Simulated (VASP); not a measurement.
**HfN: relaxation of the atoms with PBE**

The system is HfN, a slab with vacuum.

```xyz
6
Lattice="3.2159 0.0000 0.0000 0.0000 3.2159 0.0000 0.0000 0.0000 18.5479" Properties=species:S:1:pos:R:3 pbc="T T T"
Hf    1.6079    1.6079    7.0000
Hf    0.0000    0.0000    9.2740
Hf    1.6079    1.6079   11.5479
N     0.0000    0.0000    7.0000
N     1.6079    1.6079    9.2740
N     0.0000    0.0000   11.5479
```

| Quantity | Value |
| --- | --- |
| Program | VASP 6.6.1 |
| Task | relaxation of the atoms |
| Functional | PBE |
| Potentials or basis | VASP PAW PBE potentials, release 64 (Hf_pv, N) |
| Cutoff | 520 eV |
| k mesh | 9 × 9 × 1 |
| Occupations | gaussian, width 0.1 eV |
| Spin | no spin polarisation |
| Dipole correction | yes |
| Atoms held fixed (from 0) | [0, 3] |
| Further INCAR settings | ALGO = Normal; EDIFF = 1e-07; IBRION = 2; EDIFFG = -0.03; NSW = 70 |

```json
{
 "Energy gained by relaxing": "28.0 meV/atom",
 "Ionic steps": "12",
 "Band gap on the k mesh": "zero (an odd number of electrons rules out a gap without spin polarisation)"
}
```

The path:
| step | energy change (eV) | largest force on free atoms (eV/Å) | pressure (GPa) |
| --- | --- | --- | --- |
| 1 | 0.0000 | 1.5050 | -4.89 |
| 2 | -0.1083 | 0.7284 | -4.56 |
| 3 | -0.1311 | 0.7105 | -4.22 |
| 4 | -0.1320 | 0.6220 | -4.29 |
| 5 | -0.1512 | 0.3558 | -4.30 |
| 6 | -0.1593 | 0.2050 | -4.26 |
| 7 | -0.1630 | 0.1647 | -4.10 |
| 8 | -0.1652 | 0.1863 | -3.87 |
| 9 | -0.1679 | 0.0469 | -3.70 |
| 10 | -0.1681 | 0.0446 | -3.63 |
| 11 | -0.1682 | 0.0410 | -3.57 |
| 12 | -0.1682 | 0.0088 | -3.60 |

Final structure:
```cif
data_structure
_symmetry_space_group_name_H-M 'P 1'
_symmetry_Int_Tables_number 1
_cell_length_a 3.2159
_cell_length_b 3.2159
_cell_length_c 18.5479
_cell_angle_alpha 90.000
_cell_angle_beta 90.000
_cell_angle_gamma 90.000
_cell_volume 191.82
loop_
_atom_site_label
_atom_site_type_symbol
_atom_site_fract_x
_atom_site_fract_y
_atom_site_fract_z
_atom_site_occupancy
Hf1 Hf 0.50000 0.50000 0.37740 1
Hf2 Hf 0.00000 0.00000 0.49759 1
Hf3 Hf 0.50000 0.50000 0.61276 1
N1 N 0.00000 0.00000 0.37740 1
N2 N 0.50000 0.50000 0.49479 1
N3 N 0.00000 0.00000 0.62434 1
```

Levels at points of the mesh, in eV from the Fermi level:
| k point | band 19 | band 20 | band 21 | band 22 | band 23 | band 24 | band 25 | band 26 | band 27 |
| --- | --- | --- | --- | --- | --- | --- | --- | --- | --- |
| (0.00, 0.00, 0.00) | -2.97 | -2.97 | -2.58 | -2.58 | -2.06 | -0.62 | -0.33 | 0.51 | 0.51 |

Run time: 11 min on 1 thread of Intel(R) Xeon(R) Platinum 8259CL CPU @ 2.50GHz (Skylake/Cascade Lake), with other jobs on the host, peak memory 0.31 GiB.

Caveat: spin-orbit coupling is left out, which moves the levels of the heavy elements.
